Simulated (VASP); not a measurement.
# SnO2 (Pbcn) in VASP: a series of runs

The runs below take SnO2 through single point, with PBE.

All numbers are computed with VASP 6.6.1; they aren't measurements. Logs are shortened: lines on timing, memory, paths and dates and some standing lists are left out, and cuts for length are marked.

## Step 1: The cell of the first run

The structure is orthorhombic, space group Pbcn (No. 60). Conventional cell: a = 4.727 Å, b = 5.981 Å, c = 5.235 Å, α = 90.00°, β = 90.00°, γ = 90.00°. Sn (site symmetry 2) has 6 O at 2.06 to 2.15 Å within 2.7 Å. O (site symmetry 1) has 3 Sn at 2.06 to 2.15 Å and 1 O at 2.65 Å within 2.7 Å.

## Step 2: Single point, PBE (12.33 Å³/atom)

INCAR

```
  PREC = Accurate
  ENCUT = 520
  EDIFF = 1E-6
  ISMEAR = 0
  SIGMA = 0.05
  LREAL = F
  LASPH = T
  NELM = 60
  ALGO = Normal
  ISIF = 2
  LWAVE = F
  LCHARG = F
  GGA = PE
  NBANDS = 64
```

KPOINTS

```
regular mesh
0
Gamma
  6 6 6
```

POSCAR

```
SnO2
1.0
    4.7268026647      0.0000000000      0.0000000000
    0.0000000000      5.9814146758      0.0000000000
    0.0000000000      0.0000000000      5.2351130052
Sn O
4 8
Direct
    0.5000000000      0.6651654903      0.7500000000
    0.0000000000      0.8348345097      0.2500000000
    0.5000000000      0.3348345097      0.2500000000
    0.0000000000      0.1651654903      0.7500000000
    0.7301204269      0.6070551965      0.0781681516
    0.2301204269      0.8929448035      0.9218318484
    0.7698795731      0.8929448035      0.5781681516
    0.2698795731      0.6070551965      0.4218318484
    0.7301204269      0.3929448035      0.5781681516
    0.2301204269      0.1070551965      0.4218318484
    0.7698795731      0.1070551965      0.0781681516
    0.2698795731      0.3929448035      0.9218318484
```

Potentials or basis: VASP PAW PBE potentials, release 64 (Sn_d, O).

Command:

```bash
> cat potpaw_PBE.64/Sn_d/POTCAR potpaw_PBE.64/O/POTCAR > POTCAR
> mpirun -np 1 vasp_std > vasp.out
```

OUTCAR:

```text
PREC = Accurate
   ENCUT = 520
   EDIFF = 1E-6
   ISMEAR = 0
   LREAL = F
   LASPH = T
   NELM = 60
   ISIF = 2
   GGA = PE

 ion  position               nearest neighbor table
   1  0.500  0.665  0.750-   5 2.06   8 2.06   7 2.07   6 2.07   9 2.15  12 2.15   3 3.28   3 3.28
                             2 3.67   2 3.67   2 3.67   2 3.67
   2  0.000  0.835  0.250-   6 2.06   7 2.06   5 2.07   8 2.07  10 2.15  11 2.15   4 3.28   4 3.28
                             1 3.67   1 3.67   1 3.67   1 3.67
   3  0.500  0.335  0.250-   9 2.06  12 2.06  11 2.07  10 2.07   5 2.15   8 2.15   1 3.28   1 3.28
                             4 3.67   4 3.67   4 3.67   4 3.67
   4  0.000  0.165  0.750-  10 2.06  11 2.06   9 2.07  12 2.07   6 2.15   7 2.15   2 3.28   2 3.28
                             3 3.67   3 3.67   3 3.67   3 3.67
   5  0.730  0.607  0.078-   1 2.06   2 2.07   3 2.15
   6  0.230  0.893  0.922-   2 2.06   1 2.07   4 2.15
   7  0.770  0.893  0.578-   2 2.06   1 2.07   4 2.15
   8  0.270  0.607  0.422-   1 2.06   2 2.07   3 2.15
   9  0.730  0.393  0.578-   3 2.06   4 2.07   1 2.15
  10  0.230  0.107  0.422-   4 2.06   3 2.07   2 2.15
  11  0.770  0.107  0.078-   4 2.06   3 2.07   2 2.15
  12  0.270  0.393  0.922-   3 2.06   4 2.07   1 2.15

  LATTYP: Found a simple orthorhombic cell.
 ALAT       =     4.7268026647
 B/A-ratio  =     1.1075378806
 C/A-ratio  =     1.2654250875

  Lattice vectors:

 A1 = (  -4.7268026647,   0.0000000000,   0.0000000000)
 A2 = (   0.0000000000,   0.0000000000,   5.2351130052)
 A3 = (   0.0000000000,   5.9814146758,   0.0000000000)

Analysis of symmetry for initial positions (statically):
=====================================================================
 Subroutine PRICEL returns:
 Original cell was already a primitive cell.

 Routine SETGRP: Setting up the symmetry group for a
 simple orthorhombic supercell.

 Subroutine GETGRP returns: Found  8 space group operations
 (whereof  2 operations were pure point group operations)
 out of a pool of  8 trial point group operations.

The static configuration has the point symmetry S_2 .
 The point group associated with its full space group is D_2h.

Analysis of symmetry for dynamics (positions and initial velocities):
=====================================================================
 Subroutine PRICEL returns:
 Original cell was already a primitive cell.

 Routine SETGRP: Setting up the symmetry group for a
 simple orthorhombic supercell.

 Subroutine GETGRP returns: Found  8 space group operations
 (whereof  2 operations were pure point group operations)
 out of a pool of  8 trial point group operations.

The dynamic configuration has the point symmetry S_2 .
 The point group associated with its full space group is D_2h.

 Subroutine INISYM returns: Found  8 space group operations
 (whereof  2 operations are pure point group operations),
 and found     1 'primitive' translations

----------------------------------------------------------------------------------------

                                     Primitive cell

  volume of cell :     148.0122

  direct lattice vectors                    reciprocal lattice vectors
     4.726802665  0.000000000  0.000000000     0.211559498  0.000000000  0.000000000
     0.000000000  5.981414676  0.000000000     0.000000000  0.167184530  0.000000000
     0.000000000  0.000000000  5.235113005     0.000000000  0.000000000  0.191017844

  length of vectors
     4.726802665  5.981414676  5.235113005     0.211559498  0.167184530  0.191017844

  position of ions in fractional coordinates (direct lattice)
     0.500000000  0.665165490  0.750000000
     0.000000000  0.834834510  0.250000000
     0.500000000  0.334834510  0.250000000
     0.000000000  0.165165490  0.750000000
     0.730120427  0.607055196  0.078168152
     0.230120427  0.892944804  0.921831848
     0.769879573  0.892944804  0.578168152
     0.269879573  0.607055196  0.421831848
     0.730120427  0.392944804  0.578168152
     0.230120427  0.107055196  0.421831848
     0.769879573  0.107055196  0.078168152
     0.269879573  0.392944804  0.921831848

  ion indices of the primitive-cell ions
   primitive index   ion index
                 1           1
                 2           2
                 3           3
                 4           4
                 5           5
                 6           6
                 7           7
                 8           8
                 9           9
                10          10
                11          11
                12          12

----------------------------------------------------------------------------------------

 KPOINTS: regular mesh

Automatic generation of k-mesh.
 Grid dimensions read from file:
 generate k-points for:    6    6    6

 Generating k-lattice:

  Cartesian coordinates                     Fractional coordinates (reciprocal lattice)
     0.035259916  0.000000000  0.000000000     0.166666667  0.000000000  0.000000000
     0.000000000  0.027864088  0.000000000     0.000000000  0.166666667  0.000000000
     0.000000000  0.000000000  0.031836307     0.000000000  0.000000000  0.166666667

  Length of vectors
     0.035259916  0.027864088  0.031836307

  Shift w.r.t. Gamma in fractional coordinates (k-lattice)
     0.000000000  0.000000000  0.000000000

 Subroutine IBZKPT returns following result:
 ===========================================

 Found     64 irreducible k-points:

 Following reciprocal coordinates:
            Coordinates               Weight
  0.000000  0.000000  0.000000      1.000000
  0.166667  0.000000  0.000000      2.000000
  0.333333  0.000000  0.000000      2.000000
  0.500000  0.000000  0.000000      1.000000
  0.000000  0.166667  0.000000      2.000000
  0.166667  0.166667  0.000000      4.000000
[... 16 lines left out ...]
  0.333333  0.166667  0.166667      8.000000
  0.500000  0.166667  0.166667      4.000000
 [... further k-points ...]
   k-points           NKPTS =     64   k-points in BZ     NKDIM =     64   number of bands    NBANDS=     64
   number of dos      NEDOS =    301   number of ions     NIONS =     12
   total plane-waves  NPLWV =  69120
   dimension x,y,z NGX =    36 NGY =   48 NGZ =   40
   dimension x,y,z NGXF=    72 NGYF=   96 NGZF=   80
   ions per type =               4   8
   NGX,Y,Z   is equivalent  to a cutoff of  12.66, 13.34, 12.70 a.u.
   NGXF,Y,Z  is equivalent  to a cutoff of  25.32, 26.68, 25.40 a.u.
 SYSTEM =  unknown system
   PREC   = accura    normal or accurate (medium, high low for compatibility)
   ISTART =      0    job   : 0-new  1-cont  2-samecut
   ICHARG =      2    charge: 1-file 2-atom 10-const
   ISPIN  =      1    spin polarized calculation?
   LNONCOLLINEAR =      F non collinear calculations
   LSORBIT =      F    spin-orbit coupling
   LASPH  =      T    aspherical Exc in radial PAW
   ENCUT  =  520.0 eV  38.22 Ry    6.18 a.u.   8.79 11.12  9.73*2*pi/ulx,y,z
   NELM   =     60;   NELMIN=  2; NELMDL= -5     # of ELM steps
   EDIFF  = 0.1E-05   stopping-criterion for ELM
   LREAL  =      F    real-space projection
   EDIFFG = 0.1E-04   stopping-criterion for IOM
   NSW    =      0    number of steps for IOM
   IBRION =     -1    ionic relax: 0-MD 1-quasi-New 2-CG
   NFREE  =      0    steps in history (QN), initial steepest desc. (CG)
   ISIF   =      2    stress and relaxation
   ISYM   =      2    0-nonsym 1-usesym 2-fastsym
   POTIM  = 0.5000    time-step for ionic-motion
   TEBEG  =    0.0;   TEEND  =   0.0 temperature during run
   PSTRESS=    0.0 pullay stress
   NELECT =     104.0000    total number of electrons
   NUPDOWN=      -1.0000    fix difference up-down
   EMIN   =  10.00;   EMAX   =-10.00  energy-range for DOS
   EFERMI =   0.00;   METHOD = LEGACY
   ISMEAR =     0;   SIGMA  =   0.05  broadening in eV -4-tet -1-fermi 0-gaus
   EFERMI_NEDOS =   21; number of points for ismear=-14 and -15
   IALGO  =     38    algorithm
   IMIX   =      4    mixing-type and parameters
     AMIX     =   0.40;   BMIX     =  1.00
     AMIX_MAG =   1.60;   BMIX_MAG =  1.00
  volume/ion in A,a.u.               =      12.33        83.24
  Fermi-wavevector in a.u.,A,eV,Ry     =   1.455415  2.750335 28.820300  2.118232
  Thomas-Fermi vector in A             =   2.572452
   LORBIT       =      0    0 simple, 1 ext, 2 COOP (PROOUT), +10 PAW based schemes
   GGA     = PE    functional components
   LHFCALC =     F    Hartree Fock is set to
   AEXX    =    0.0000 exact exchange contribution
   IVDW    =     0    specifies the selected vdW correction
   LEPSILON=     F    determine dielectric tensor
   LRPA    =     F    only Hartree local field effects (RPA)
 non-spin polarized calculation
 Gauss-broadening in eV      SIGMA  =   0.05
  energy-cutoff  :      520.00
  volume of cell :      148.01
 maximum number of plane-waves:      4008
 NGX is ok and might be reduce to    36
   NGX = 17   NGY = 23   NGZ = 19

 number of electron     103.9999988 magnetization

 Free energy of the ion-electron system (eV)
  ---------------------------------------------------
  ext. energy  EPLUGINS =         0.00000000
  ---------------------------------------------------
  free energy    TOTEN  =       -74.32844813 eV

  energy without entropy =      -74.32844813  energy(sigma->0) =      -74.32844813

 E-fermi :   5.7516     XC(G=0): -11.1158

 val. band max:        5.4348426380   @ k =   0.1667   0.5000   0.3333
 cond. band min:       6.4559182026   @ k =   0.0000   0.0000   0.0000
 fundamental gap:      1.0210755646
 Fermi energy:         5.7516088019

 k-point     1 :       0.0000    0.0000    0.0000
  band No.  band energies     occupation
      1     -15.1923      2.00000
      2     -15.0189      2.00000
      3     -14.9418      2.00000
      4     -14.7755      2.00000
      5     -14.6419      2.00000
      6     -14.4728      2.00000
[... 56 lines left out ...]
     63      16.1920      0.00000
     64      16.4018      0.00000

 k-point     2 :       0.1667    0.0000    0.0000
  band No.  band energies     occupation
      1     -15.1860      2.00000
      2     -14.9638      2.00000
      3     -14.9363      2.00000
      4     -14.7910      2.00000
      5     -14.7318      2.00000
      6     -14.4743      2.00000
[... 56 lines left out ...]
     63      16.0049      0.00000
     64      16.3700      0.00000

 k-point     3 :       0.3333    0.0000    0.0000
  band No.  band energies     occupation
      1     -15.1418      2.00000
      2     -14.9164      2.00000
      3     -14.8941      2.00000
      4     -14.8329      2.00000
      5     -14.8312      2.00000
      6     -14.5394      2.00000
[... 1396 lines left out ...]
     63      15.6767      0.00000
     64      16.3581      0.00000

 k-point    24 :       0.5000    0.1667    0.1667
  band No.  band energies     occupation
      1     -15.0602      2.00000
      2     -15.0602      2.00000
      3     -14.8445      2.00000
      4     -14.8445      2.00000
      5     -14.6735      2.00000
      6     -14.6735      2.00000
[... 56 lines left out ...]
     63      15.9675      0.00000
     64      15.9703      0.00000

 [... further k-points ...]
[... 5 lines left out ...]
  --------------------------------------------------------------------------------------
  -------------------------------------------------------------------------------------
  Total        2.1720392     -2.9230568      3.4396293      0.0000000      0.0000000     -0.0000000
  in kB       23.5115247    -31.6410138     37.2327207      0.0000000      0.0000000     -0.0000000
  external PRESSURE =       9.7010772 kB  Pullay stress =       0.0000000 kB

 VOLUME and BASIS-vectors are now :
 -----------------------------------------------------------------------------
  energy-cutoff  :      520.00
  volume of cell :      148.01
      direct lattice vectors                 reciprocal lattice vectors
     4.726802665  0.000000000  0.000000000     0.211559498  0.000000000  0.000000000
     0.000000000  5.981414676  0.000000000     0.000000000  0.167184530  0.000000000
     0.000000000  0.000000000  5.235113005     0.000000000  0.000000000  0.191017844

 POSITION                                       TOTAL-FORCE (eV/Angst)
 -----------------------------------------------------------------------------------
      2.36340      3.97863      3.92633        -0.000000      0.001009      0.000000
      0.00000      4.99349      1.30878        -0.000000     -0.001009      0.000000
      2.36340      2.00278      1.30878        -0.000000     -0.001009      0.000000
      0.00000      0.98792      3.92633        -0.000000      0.001009     -0.000000
      3.45114      3.63105      0.40922         0.141070      0.042208      0.109188
      1.08773      5.34107      4.82589         0.141070     -0.042208     -0.109188
      3.63907      5.34107      3.02678        -0.141070     -0.042208      0.109188
      1.27567      3.63105      2.20834        -0.141070      0.042208     -0.109188
      3.45114      2.35037      3.02678         0.141070     -0.042208      0.109188
      1.08773      0.64034      2.20834         0.141070      0.042208     -0.109188
      3.63907      0.64034      0.40922        -0.141070      0.042208      0.109188
      1.27567      2.35037      4.82589        -0.141070     -0.042208     -0.109188
 -----------------------------------------------------------------------------------
    total drift:                                0.000000      0.000000     -0.000000

  FREE ENERGIE OF THE ION-ELECTRON SYSTEM (eV)
  ---------------------------------------------------
  free  energy   TOTEN  =       -74.3284481254 eV

  energy  without entropy=      -74.3284481254  energy(sigma->0) =      -74.32844813
```

Wall time 15 min (1 thread of Intel Xeon 8259CL, shared host); peak memory 0.53 GiB.

Results:

| Quantity | Value |
| --- | --- |
| Free energy | -74.3284 eV |
| Pressure | 1.0 GPa |
| Largest force | 0.183 eV/Å |
| Band gap on the k mesh | 1.02 eV (least direct gap 1.03 eV) |

Forces in eV/Å, atoms in the order of the input:
```
Sn   0.000  0.001  0.000
Sn   0.000 -0.001  0.000
Sn   0.000 -0.001  0.000
Sn   0.000  0.001  0.000
O    0.141  0.042  0.109
O    0.141 -0.042 -0.109
O   -0.141 -0.042  0.109
O   -0.141  0.042 -0.109
O    0.141 -0.042  0.109
O    0.141  0.042 -0.109
O   -0.141  0.042  0.109
O   -0.141 -0.042 -0.109
```

Caveat: the stress differs along the axes, from -3 to 4 GPa; spin-orbit coupling is left out, which moves the levels of the heavy elements.

(Continued in part 2 of 2.)

The gap in the log of VASP goes by the Fermi energy; the results here count the filled bands.